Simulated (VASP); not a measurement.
Runs of VASP 6.6.1 on HfN (CsCl type). The structure is that of space group Pm-3m (No. 221), or close to it. The cells are those of the table. 

| cell | gap on the mesh (eV) | pressure (GPa) |
| --- | --- | --- |
| a = 2.532 Å, 2 atoms | none | 148.6 |
| a = 2.623 Å, 2 atoms | none | (a) |
| a = 2.315 Å, 2 atoms | none | 489.3 |
| a = 2.707 Å, 2 atoms | none | 35.5 |

Alike in all rows: task single point; level PBE; potentials or basis VASP PAW PBE potentials, release 64 (Hf_pv, N); no spin polarisation; k mesh 14 × 14 × 14; cutoff (eV) 520; smearing fermi-dirac 0.05 eV.

Task: Estimate the missing entries.

Result: (a) 79.2.

Caveats: spin-orbit coupling is left out, which moves the levels of the heavy elements.

A k mesh can miss the band edges, and the runs leave out spin-orbit coupling on Hf.

A gap of «none» marks levels without a gap at the run's occupations.
